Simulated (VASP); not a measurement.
# KCl (F-43m) in VASP: further runs, part 2 of 2

VASP 6.6.1.

**4. Single point, LDA**

This run uses another cell than the first one, of 41.32 Å³/atom, 1.241 times its volume.

Input file INCAR:

```
PREC     = Accurate       # precision mode
ENCUT    = 520            # plane-wave cutoff, eV
EDIFF    = 1E-7           # SCF threshold, eV
ISMEAR   = 0              # smearing method
SIGMA    = 0.01           # smearing width, eV
LREAL    = False          # projectors in reciprocal space
LASPH    = True           # aspherical terms in the spheres
NELM     = 80             # most SCF steps
ALGO     = Normal         # electronic algorithm
ISIF     = 2              # what is computed and relaxed
LWAVE    = False          # write WAVECAR
LCHARG   = True           # write CHGCAR
GGA      = CA             # functional
LELF     = True           # ELF
LVHAR    = True         
NBANDS   = 15             # bands
```

Input file KPOINTS:

```
Automatic mesh
0
Gamma
  6 6 6
```

Input file POSCAR:

```
KCl
1.0
    0.0000000000      3.4573000000      3.4573000000
    3.4573000000      0.0000000000      3.4573000000
    3.4573000000      3.4573000000      0.0000000000
K Cl
1 1
Direct
    0.0000000000      0.0000000000      0.0000000000
    0.2500000000      0.2500000000      0.2500000000
```

The run is started by

```console
> cat potpaw_LDA.64/K_sv/POTCAR potpaw_LDA.64/Cl/POTCAR > POTCAR
> mpirun -np 1 vasp_std > vasp.out
```

Run time: 7.9 s. Hardware: 1 thread of Intel Xeon 6975P-C (Granite Rapids), shared host; peak memory 0.17 GiB.

Results (log left out):

```
Free energy            : -7.0694 eV
Pressure               : -0.7 GPa
Band gap on the k mesh : 4.54 eV, indirect (least direct gap 4.60 eV)
```

Levels at points of the mesh, in eV from the valence-band top:
| k point | band 5 | band 6 | band 7 | band 8 | band 9 | band 10 | band 11 | band 12 |
| --- | --- | --- | --- | --- | --- | --- | --- | --- |
| (0.00, 0.00, 0.00) | -10.52 | -0.06 | -0.06 | -0.06 | 4.54 | 9.23 | 9.23 | 10.30 |
| (0.50, 0.00, 0.00) | -10.29 | -0.40 | -0.02 | -0.02 | 7.09 | 7.27 | 8.79 | 8.79 |
| (0.50, 0.50, 0.00) | -10.20 | -0.48 | 0.00 | 0.00 | 6.44 | 7.48 | 9.88 | 10.21 |

A k mesh can miss the band edges. LDA gaps usually lie below the measured ones, often by a third to a half.

**5. Single point, LDA (volume scaled by 1.098 of the coarse rest volume)**

Input file INCAR:

```
PREC = Accurate
ENCUT = 520
EDIFF = 1E-6
ISMEAR = 0
SIGMA = 0.02
LREAL = F
LASPH = T
NELM = 100
ALGO = Normal
ISIF = 2
LWAVE = F
LCHARG = F
NBANDS = 15
```

Input file KPOINTS:

```
regular mesh
0
Gamma
  6 6 6
```

Input file POSCAR:

```
KCl
1.0
    0.0000000000      3.5341000000      3.5341000000
    3.5341000000      0.0000000000      3.5341000000
    3.5341000000      3.5341000000      0.0000000000
K Cl
1 1
Direct
    0.0000000000      0.0000000000      0.0000000000
    0.2500000000      0.2500000000      0.2500000000
```

Potentials or basis: VASP PAW LDA potentials, release 64 (K_sv, Cl).

The run is started by

```console
> cat potpaw_LDA.64/K_sv/POTCAR potpaw_LDA.64/Cl/POTCAR > POTCAR
> mpirun -np 1 vasp_std > vasp.out
```

OUTCAR:

```text
PREC = Accurate
   ENCUT = 520
   EDIFF = 1E-6
   ISMEAR = 0
   LREAL = F
   LASPH = T
   NELM = 100
   ISIF = 2

 ion  position               nearest neighbor table
   1  0.000  0.000  0.000-   2 3.06   2 3.06   2 3.06   2 3.06
   2  0.250  0.250  0.250-   1 3.06   1 3.06   1 3.06   1 3.06

  LATTYP: Found a face centered cubic cell.
 ALAT       =     7.0682000000

  Lattice vectors:

 A1 = (   0.0000000000,   3.5341000000,   3.5341000000)
 A2 = (   3.5341000000,   0.0000000000,   3.5341000000)
 A3 = (   3.5341000000,   3.5341000000,   0.0000000000)

Analysis of symmetry for initial positions (statically):
=====================================================================
 Subroutine PRICEL returns:
 Original cell was already a primitive cell.

 Routine SETGRP: Setting up the symmetry group for a
 face centered cubic supercell.

 Subroutine GETGRP returns: Found 24 space group operations
 (whereof 24 operations were pure point group operations)
 out of a pool of 48 trial point group operations.

The static configuration has the point symmetry T_d .

Analysis of symmetry for dynamics (positions and initial velocities):
=====================================================================
 Subroutine PRICEL returns:
 Original cell was already a primitive cell.

 Routine SETGRP: Setting up the symmetry group for a
 face centered cubic supercell.

 Subroutine GETGRP returns: Found 24 space group operations
 (whereof 24 operations were pure point group operations)
 out of a pool of 48 trial point group operations.

The dynamic configuration has the point symmetry T_d .

 Subroutine INISYM returns: Found 24 space group operations
 (whereof 24 operations are pure point group operations),
 and found     1 'primitive' translations

----------------------------------------------------------------------------------------

                                     Primitive cell
[... 110 lines left out ...]
   IVDW    =     0    specifies the selected vdW correction
   LEPSILON=     F    determine dielectric tensor
   LRPA    =     F    only Hartree local field effects (RPA)
 non-spin polarized calculation
 Gauss-broadening in eV      SIGMA  =   0.02
  energy-cutoff  :      520.00
  volume of cell :       88.28
 maximum number of plane-waves:      2421
 NGX is ok and might be reduce to    40
   NGX = 19   NGY = 19   NGZ = 19

 number of electron      15.9999997 magnetization

 Free energy of the ion-electron system (eV)
  ---------------------------------------------------
  ext. energy  EPLUGINS =         0.00000000
  ---------------------------------------------------
  free energy    TOTEN  =        -7.03245978 eV

  energy without entropy =       -7.03245978  energy(sigma->0) =       -7.03245978

 E-fermi :  -3.4130     XC(G=0):  -6.5341

 val. band max:       -3.5027000427   @ k =  -0.3333   0.3333   0.0000
 cond. band min:       0.9282949901   @ k =   0.0000   0.0000   0.0000
 fundamental gap:      4.4309950328
 Fermi energy:        -3.4130077281

 k-point     1 :       0.0000    0.0000    0.0000
  band No.  band energies     occupation
      1     -30.4579      2.00000
      2     -15.1231      2.00000
      3     -14.1882      2.00000
      4     -14.1882      2.00000
      5     -14.1882      2.00000
      6      -3.5373      2.00000
      7      -3.5373      2.00000
      8      -3.5373      2.00000
      9       0.9283      0.00000
     10       5.6091      0.00000
     11       5.6091      0.00000
     12       6.5768      0.00000
     13       6.5768      0.00000
     14       6.5768      0.00000
[... 257 lines left out ...]
      2     -15.3573      2.00000
      3     -14.2213      2.00000
      4     -14.2133      2.00000
      5     -13.8979      2.00000
      6      -3.8196      2.00000
      7      -3.6052      2.00000
      8      -3.5071      2.00000
      9       3.0375      0.00000
     10       3.8791      0.00000
     11       5.8547      0.00000
     12       6.0730      0.00000
     13       6.2782      0.00000
     14       6.6482      0.00000
     15       7.3011      0.00000

------------------------ aborting loop because EDIFF is reached ----------------------------------------

  FORCE on cell =-STRESS in cart. coord.  units (eV):
  Direction    XX          YY          ZZ          XY          YZ          ZX
  --------------------------------------------------------------------------------------
  -------------------------------------------------------------------------------------
  Total       -0.7628966     -0.7628966     -0.7628966      0.0000000     -0.0000000      0.0000000
  in kB      -13.8455357    -13.8455357    -13.8455357      0.0000000     -0.0000000      0.0000000
  external PRESSURE =     -13.8455357 kB  Pullay stress =       0.0000000 kB

 VOLUME and BASIS-vectors are now :
 -----------------------------------------------------------------------------
  energy-cutoff  :      520.00
  volume of cell :       88.28
      direct lattice vectors                 reciprocal lattice vectors
     0.000000000  3.534100000  3.534100000    -0.141478736  0.141478736  0.141478736
     3.534100000  0.000000000  3.534100000     0.141478736 -0.141478736  0.141478736
     3.534100000  3.534100000  0.000000000     0.141478736  0.141478736 -0.141478736

 POSITION                                       TOTAL-FORCE (eV/Angst)
 -----------------------------------------------------------------------------------
      0.00000      0.00000      0.00000         0.000000      0.000000      0.000000
      1.76705      1.76705      1.76705        -0.000000     -0.000000     -0.000000
 -----------------------------------------------------------------------------------
    total drift:                               -0.000000     -0.000000     -0.000000

  FREE ENERGIE OF THE ION-ELECTRON SYSTEM (eV)
  ---------------------------------------------------
  free  energy   TOTEN  =        -7.0324597816 eV

  energy  without entropy=       -7.0324597816  energy(sigma->0) =       -7.03245978
```

Wall time 9.9 s (1 thread of Intel Xeon 6975P-C (Granite Rapids), shared host); peak memory 0.19 GiB.

What came out:

- Free energy: -7.0325 eV
- Pressure: -1.4 GPa
- Band gap on the k mesh: 4.43 eV, indirect (least direct gap 4.47 eV)

Caveat: the cell differs from its parent crystal (volume scaled by 1.098 of the coarse rest volume).

**6. Summary**

```tsv
cell	smearing	gap on the mesh (eV)	pressure (GPa)
a = 4.549 Å, angles 60.0°, 2 atoms	gaussian 0.01 eV	4.88	3.6
a = 4.889 Å, angles 60.0°, 2 atoms	gaussian 0.02 eV	4.54	-0.7
a = 4.889 Å, angles 60.0°, 2 atoms	gaussian 0.01 eV	4.54	-0.7
a = 4.998 Å, angles 60.0°, 2 atoms	gaussian 0.02 eV	4.43	-1.4
```

Alike in all rows: task single point; level LDA; potentials or basis VASP PAW LDA potentials, release 64 (K_sv, Cl); no spin polarisation; k mesh 6 × 6 × 6; cutoff (eV) 520.

Total energies depend on the potentials used, so only differences within one code and one set of settings carry meaning.
